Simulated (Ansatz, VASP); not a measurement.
# One calculation of NaCl, two programs

```
Na Cl
1.0
     0.00000    2.84715    2.84715
     2.84715    0.00000    2.84715
     2.84715    2.84715    0.00000
Na Cl
1 1
Direct
  0.00000 0.00000 0.00000
  0.50000 0.50000 0.50000
```

Alike in both runs: functional PBE; k mesh 8 × 8 × 8; occupations fermi-dirac, width 0.02 eV; no spin polarisation.

Ansatz relaxed the structure, and its values are those at the end. VASP's run is a single point on that final structure, the one shown.

|  | VASP | Ansatz |
| --- | --- | --- |
| version | VASP 6.6.1 | Ansatz 0.2.0 |
| potentials or method | VASP PAW PBE potentials, release 64 (Na_pv, Cl), cutoff 520 eV | PAW plane waves |
| valence electrons in the cell | 14 | 16 |

```tsv
	VASP	Ansatz	Ansatz less VASP
gap on the k mesh at the Fermi level (eV)	5.00	5.00	+0.001
pressure (GPa)	0.0	0.0	+0.03
```

VASP's potentials hold 14 valence electrons a cell and Ansatz's 16, so a difference there can come from the potentials and not from the codes.
